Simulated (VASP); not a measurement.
# CdSe (F-43m) in VASP: single point with HSE06

Aim: the single point of CdSe with HSE06.

Everything below comes from runs of VASP 6.6.1. Logs are shortened: lines on timing, memory, paths and dates and some standing lists are left out, and cuts for length are marked.

**1. The cell of the first run**

Symmetry: F-43m, No. 216, cubic system. Conventional cell: a = 6.105 Å, b = 6.105 Å, c = 6.105 Å, α = 90.00°, β = 90.00°, γ = 90.00°. Within 3.5 Å of Cd (site symmetry -43m) lie 4 Se at 2.64 Å. Within 3.5 Å of Se (site symmetry -43m) lie 4 Cd at 2.64 Å.

**2. Single point, HSE06 (strain -0.5%)**

Input file POSCAR:

```
CdSe
1.0
    0.0000000000      3.0524420594      3.0524420594
    3.0524420594      0.0000000000      3.0524420594
    3.0524420594      3.0524420594      0.0000000000
Cd Se
1 1
Direct
    0.0000000000      0.0000000000      0.0000000000
    0.2500000000      0.2500000000      0.2500000000
```

Input file INCAR.step1:

```
SYSTEM = CdSe
PREC = Accurate
ENCUT = 520
EDIFF = 1E-5
ISMEAR = 0
SIGMA = 0.01
LREAL = .FALSE.
LASPH = .TRUE.
NELM = 60
ALGO = Normal
ISIF = 2
LWAVE = .TRUE.
LCHARG = .FALSE.
NBANDS = 16
GGA = PE
```

Input file INCAR.step2:

```
SYSTEM = CdSe
PREC = Accurate
ENCUT = 520
EDIFF = 1E-6
ISMEAR = 0
SIGMA = 0.01
LREAL = .FALSE.
LASPH = .TRUE.
NELM = 60
ALGO = Normal
ISIF = 2
LWAVE = .FALSE.
LCHARG = .FALSE.
GGA = PE
LHFCALC = .TRUE.
HFSCREEN = 0.2079
PRECFOCK = Normal
NBANDS = 16
ISTART = 1
```

Input file KPOINTS:

```
Automatic mesh
0
G
  6 6 6
  0 0 0
```

Potentials or basis: VASP PAW PBE potentials, release 64 (Cd, Se).

On the command line:

```
$ cat potpaw_PBE.64/Cd/POTCAR potpaw_PBE.64/Se/POTCAR > POTCAR
$ cp INCAR.step1 INCAR
$ mpirun -np 1 vasp_std > vasp.out
$ cp INCAR.step2 INCAR
$ mpirun -np 1 vasp_std > vasp.out
```

OUTCAR:

```text
SYSTEM = CdSe
   PREC = Accurate
   ENCUT = 520
   EDIFF = 1E-6
   ISMEAR = 0
   LREAL = .FALSE.
   LASPH = .TRUE.
   NELM = 60
   ISIF = 2
   GGA = PE
   LHFCALC = .TRUE.
   HFSCREEN = 0.2079
   PRECFOCK = Normal
   ISTART = 1

 ion  position               nearest neighbor table
   1  0.000  0.000  0.000-   2 2.64   2 2.64   2 2.64   2 2.64
   2  0.250  0.250  0.250-   1 2.64   1 2.64   1 2.64   1 2.64

  LATTYP: Found a face centered cubic cell.
 ALAT       =     6.1048841188

  Lattice vectors:

 A1 = (   0.0000000000,   3.0524420594,   3.0524420594)
 A2 = (   3.0524420594,   0.0000000000,   3.0524420594)
 A3 = (   3.0524420594,   3.0524420594,   0.0000000000)

Analysis of symmetry for initial positions (statically):
=====================================================================
 Subroutine PRICEL returns:
 Original cell was already a primitive cell.

 Routine SETGRP: Setting up the symmetry group for a
 face centered cubic supercell.

 Subroutine GETGRP returns: Found 24 space group operations
 (whereof 24 operations were pure point group operations)
 out of a pool of 48 trial point group operations.

The static configuration has the point symmetry T_d .

Analysis of symmetry for dynamics (positions and initial velocities):
=====================================================================
 Subroutine PRICEL returns:
 Original cell was already a primitive cell.

 Routine SETGRP: Setting up the symmetry group for a
 face centered cubic supercell.

 Subroutine GETGRP returns: Found 24 space group operations
 (whereof 24 operations were pure point group operations)
 out of a pool of 48 trial point group operations.

The dynamic configuration has the point symmetry T_d .

 Subroutine INISYM returns: Found 24 space group operations
 (whereof 24 operations are pure point group operations),
 and found     1 'primitive' translations

----------------------------------------------------------------------------------------

                                     Primitive cell

  volume of cell :      56.8817

  direct lattice vectors                    reciprocal lattice vectors
     0.000000000  3.052442059  3.052442059    -0.163803273  0.163803273  0.163803273
     3.052442059  0.000000000  3.052442059     0.163803273 -0.163803273  0.163803273
     3.052442059  3.052442059  0.000000000     0.163803273  0.163803273 -0.163803273

  length of vectors
     4.316804959  4.316804959  4.316804959     0.283715591  0.283715591  0.283715591

  position of ions in fractional coordinates (direct lattice)
     0.000000000  0.000000000  0.000000000
     0.250000000  0.250000000  0.250000000

  ion indices of the primitive-cell ions
   primitive index   ion index
                 1           1
                 2           2

----------------------------------------------------------------------------------------

 KPOINTS: Automatic mesh

Automatic generation of k-mesh.
 Grid dimensions read from file:
 generate k-points for:    6    6    6

 Generating k-lattice:

  Cartesian coordinates                     Fractional coordinates (reciprocal lattice)
    -0.027300546  0.027300546  0.027300546     0.166666667  0.000000000  0.000000000
     0.027300546 -0.027300546  0.027300546     0.000000000  0.166666667  0.000000000
     0.027300546  0.027300546 -0.027300546     0.000000000  0.000000000  0.166666667

  Length of vectors
     0.047285932  0.047285932  0.047285932

  Shift w.r.t. Gamma in fractional coordinates (k-lattice)
     0.000000000  0.000000000  0.000000000

 Subroutine IBZKPT returns following result:
 ===========================================

 Found     16 irreducible k-points:

 Following reciprocal coordinates:
            Coordinates               Weight
  0.000000  0.000000  0.000000      1.000000
  0.166667  0.000000  0.000000      8.000000
  0.333333  0.000000  0.000000      8.000000
  0.500000  0.000000  0.000000      4.000000
  0.166667  0.166667  0.000000      6.000000
  0.333333  0.166667  0.000000     24.000000
[... 8 lines left out ...]
 -0.333333  0.333333  0.166667     24.000000
 -0.333333  0.500000  0.166667     12.000000
   k-points           NKPTS =     16   k-points in BZ     NKDIM =    216   number of bands    NBANDS=     16
   number of dos      NEDOS =    301   number of ions     NIONS =      2
   total plane-waves  NPLWV =  32768
   dimension x,y,z NGX =    32 NGY =   32 NGZ =   32
   dimension x,y,z NGXF=    64 NGYF=   64 NGZF=   64
   ions per type =               1   1
   NGX,Y,Z   is equivalent  to a cutoff of  12.32, 12.32, 12.32 a.u.
   NGXF,Y,Z  is equivalent  to a cutoff of  24.65, 24.65, 24.65 a.u.
 SYSTEM =  CdSe
   PREC   = accura    normal or accurate (medium, high low for compatibility)
   ISTART =      1    job   : 0-new  1-cont  2-samecut
   ICHARG =      0    charge: 1-file 2-atom 10-const
   ISPIN  =      1    spin polarized calculation?
   LNONCOLLINEAR =      F non collinear calculations
   LSORBIT =      F    spin-orbit coupling
   LASPH  =      T    aspherical Exc in radial PAW
   ENCUT  =  520.0 eV  38.22 Ry    6.18 a.u.   8.03  8.03  8.03*2*pi/ulx,y,z
   NELM   =     60;   NELMIN=  2; NELMDL=  0     # of ELM steps
   EDIFF  = 0.1E-05   stopping-criterion for ELM
   LREAL  =      F    real-space projection
   EDIFFG = 0.1E-04   stopping-criterion for IOM
   NSW    =      0    number of steps for IOM
   IBRION =     -1    ionic relax: 0-MD 1-quasi-New 2-CG
   NFREE  =      0    steps in history (QN), initial steepest desc. (CG)
   ISIF   =      2    stress and relaxation
   ISYM   =      3    0-nonsym 1-usesym 2-fastsym
   POTIM  = 0.5000    time-step for ionic-motion
   TEBEG  =    0.0;   TEEND  =   0.0 temperature during run
   PSTRESS=    0.0 pullay stress
   NELECT =      18.0000    total number of electrons
   NUPDOWN=      -1.0000    fix difference up-down
   EMIN   =  10.00;   EMAX   =-10.00  energy-range for DOS
   EFERMI =   0.00;   METHOD = LEGACY
   ISMEAR =     0;   SIGMA  =   0.01  broadening in eV -4-tet -1-fermi 0-gaus
   EFERMI_NEDOS =   21; number of points for ismear=-14 and -15
   IALGO  =     38    algorithm
   IMIX   =      1    mixing-type and parameters
     AMIX     =   0.40;   BMIX     =  1.00
     AMIX_MAG =   1.60;   BMIX_MAG =  1.00
  volume/ion in A,a.u.               =      28.44       191.93
  Fermi-wavevector in a.u.,A,eV,Ry     =   1.115599  2.108177 16.933292  1.244562
  Thomas-Fermi vector in A             =   2.252205
   LORBIT       =      0    0 simple, 1 ext, 2 COOP (PROOUT), +10 PAW based schemes
   GGA     = PE    functional components
   LHFCALC =     T    Hartree Fock is set to
   PRECFOCK=normal    Normal, Fast or Accurate (Low or Medium for compatibility)
   ENCUT4O =  -1.0   cutoff for four orbital integrals eV
   NKREDX  =     1    reduce k-point grid by
   NKREDY  =     1    reduce k-point grid by
   NKREDZ  =     1    reduce k-point grid by
   AEXX    =    0.2500 exact exchange contribution
   HFSCREEN=    0.2079 screening length (either q_TF or 0.3 A-1)
   HFSCREENC=   0.2079 screening length for correlation (either q_TF or 0.3 A-1)
   ENCUTFOCK=  -1.0 apply spherical cutoff to Coloumb kernel
   IVDW    =     0    specifies the selected vdW correction
   LEPSILON=     F    determine dielectric tensor
   LRPA    =     F    only Hartree local field effects (RPA)
 non-spin polarized calculation
 Gauss-broadening in eV      SIGMA  =   0.01
  energy-cutoff  :      520.00
  volume of cell :       56.88
 maximum number of plane-waves:      1544
  NGX = 28; NGY = 28; NGZ = 28

 number of electron      18.0000005 magnetization

 Free energy of the ion-electron system (eV)
  ---------------------------------------------------
  ext. energy  EPLUGINS =         0.00000000
  ---------------------------------------------------
  free energy    TOTEN  =        -6.84250384 eV

  energy without entropy =       -6.84250384  energy(sigma->0) =       -6.84250384

 E-fermi :   0.3032     XC(G=0):  -7.3509

 val. band max:        0.2580679186   @ k =   0.0000   0.0000   0.0000
 cond. band min:       1.7817682386   @ k =   0.0000   0.0000   0.0000
 fundamental gap:      1.5237003200
 Fermi energy:         0.3032387744

 k-point     1 :       0.0000    0.0000    0.0000
  band No.  band energies     occupation
      1     -13.3787      2.00000
      2      -8.8407      2.00000
      3      -8.8407      2.00000
      4      -8.8407      2.00000
      5      -8.4764      2.00000
      6      -8.4764      2.00000
[... 8 lines left out ...]
     15      12.4807      0.00000
     16      12.4807      0.00000

 k-point     2 :       0.1667    0.0000    0.0000
  band No.  band energies     occupation
      1     -13.2803      2.00000
      2      -8.8131      2.00000
      3      -8.8131      2.00000
      4      -8.7420      2.00000
      5      -8.4773      2.00000
      6      -8.4773      2.00000
[... 8 lines left out ...]
     15      11.4436      0.00000
     16      11.8797      0.00000

 k-point     3 :       0.3333    0.0000    0.0000
  band No.  band energies     occupation
      1     -13.0826      2.00000
      2      -8.7666      2.00000
      3      -8.7666      2.00000
      4      -8.4681      2.00000
      5      -8.4681      2.00000
      6      -8.4236      2.00000
[... 8 lines left out ...]
     15      11.9292      0.00000
     16      11.9292      0.00000

 k-point     4 :       0.5000    0.0000    0.0000
  band No.  band energies     occupation
      1     -12.9841      2.00000
      2      -8.7494      2.00000
      3      -8.7494      2.00000
      4      -8.4563      2.00000
      5      -8.4563      2.00000
      6      -8.1511      2.00000
[... 8 lines left out ...]
     15      13.6318      0.00000
     16      13.6318      0.00000
[... 172 lines left out ...]
 k-point    14 :       0.5000    0.3333    0.1667
  band No.  band energies     occupation
      1     -12.9562      2.00000
      2      -8.7007      2.00000
      3      -8.6896      2.00000
      4      -8.5372      2.00000
      5      -8.4524      2.00000
      6      -8.1968      2.00000
[... 8 lines left out ...]
     15      13.6186      0.00000
     16      14.6313      0.00000

 k-point    15 :      -0.3333    0.3333    0.1667
  band No.  band energies     occupation
      1     -12.8934      2.00000
      2      -8.6917      2.00000
      3      -8.6664      2.00000
      4      -8.5079      2.00000
      5      -8.4663      2.00000
      6      -8.0061      2.00000
[... 8 lines left out ...]
     15      13.3186      0.00000
     16      14.5491      0.00000

 k-point    16 :      -0.3333    0.5000    0.1667
  band No.  band energies     occupation
      1     -12.8627      2.00000
      2      -8.6515      2.00000
      3      -8.6457      2.00000
      4      -8.5391      2.00000
      5      -8.4510      2.00000
      6      -7.9757      2.00000
[... 8 lines left out ...]
     15      14.2599      0.00000
     16      14.4866      0.00000

------------------------ aborting loop because EDIFF is reached ----------------------------------------

  FORCE on cell =-STRESS in cart. coord.  units (eV):
  Direction    XX          YY          ZZ          XY          YZ          ZX
  --------------------------------------------------------------------------------------
  -------------------------------------------------------------------------------------
  Total        0.4213592      0.4213592      0.4213592      0.0000000      0.0000000     -0.0000000
  in kB       11.8683626     11.8683626     11.8683626      0.0000000      0.0000000     -0.0000000
  external PRESSURE =      11.8683626 kB  Pullay stress =       0.0000000 kB

 VOLUME and BASIS-vectors are now :
 -----------------------------------------------------------------------------
  energy-cutoff  :      520.00
  volume of cell :       56.88
      direct lattice vectors                 reciprocal lattice vectors
     0.000000000  3.052442059  3.052442059    -0.163803273  0.163803273  0.163803273
     3.052442059  0.000000000  3.052442059     0.163803273 -0.163803273  0.163803273
     3.052442059  3.052442059  0.000000000     0.163803273  0.163803273 -0.163803273

 POSITION                                       TOTAL-FORCE (eV/Angst)
 -----------------------------------------------------------------------------------
      0.00000      0.00000      0.00000         0.000000      0.000000      0.000000
      1.52622      1.52622      1.52622        -0.000000     -0.000000     -0.000000
 -----------------------------------------------------------------------------------
    total drift:                                0.000046      0.000042      0.000030

  FREE ENERGIE OF THE ION-ELECTRON SYSTEM (eV)
  ---------------------------------------------------
  free  energy   TOTEN  =        -6.8425038384 eV

  energy  without entropy=       -6.8425038384  energy(sigma->0) =       -6.84250384
```

Run time: 59 min. Hardware: 1 thread of AMD EPYC 7R13 (Zen 3), shared host; peak memory 0.28 GiB.

Results:

```
Free energy            : -6.8425 eV
Pressure               : 1.2 GPa
Band gap on the k mesh : 1.52 eV
```

Levels at points of the mesh, in eV from the valence-band top:
| k point | band 7 | band 8 | band 9 | band 10 | band 11 | band 12 |
| --- | --- | --- | --- | --- | --- | --- |
| (0.00, 0.00, 0.00) | 0.00 | 0.00 | 0.00 | 1.52 | 6.98 | 6.98 |
| (0.50, 0.00, 0.00) | -4.60 | -0.78 | -0.78 | 3.37 | 7.47 | 7.47 |
| (0.50, 0.50, 0.00) | -4.29 | -1.94 | -1.94 | 3.97 | 4.73 | 10.28 |

Caveat: the cell differs from its parent crystal (strain -0.5%); the structure was generated, so it needn't be the stable form of CdSe; the PAW data sets were made with another functional, which shifts forces and pressure a little.
